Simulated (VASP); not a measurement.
Input of a VASP 6.6.1 run:

INCAR

```
PREC     = Accurate       # precision mode
ENCUT    = 520            # plane-wave cutoff, eV
EDIFF    = 1E-6           # SCF threshold, eV
ISMEAR   = 0              # smearing method
SIGMA    = 0.05           # smearing width, eV
LREAL    = F              # projectors in reciprocal space
LASPH    = T              # aspherical terms in the spheres
NELM     = 60             # most SCF steps
ALGO     = Normal         # electronic algorithm
ISIF     = 2              # what is computed and relaxed
LWAVE    = F              # write WAVECAR
LCHARG   = F              # write CHGCAR
GGA      = PE             # functional
NBANDS   = 17             # bands
```

Contents of KPOINTS:

```
regular mesh
0
Gamma
  10 10 10
```

POSCAR

```
SnTe
1.0
    0.0000000000      3.1836297870      3.1836297870
    3.1836297870      0.0000000000      3.1836297870
    3.1836297870      3.1836297870      0.0000000000
Sn Te
1 1
Direct
    0.5000000000      0.5000000000      0.5000000000
    0.0000000000      0.0000000000      0.0000000000
```

Potentials or basis: VASP PAW PBE potentials, release 64 (Sn_d, Te).

The run is started by

```bash
$ cat potpaw_PBE.64/Sn_d/POTCAR potpaw_PBE.64/Te/POTCAR > POTCAR
$ mpirun -np 1 vasp_std > vasp.out
```

Task: What does it give for the pressure?

Result: 0.8 GPa.
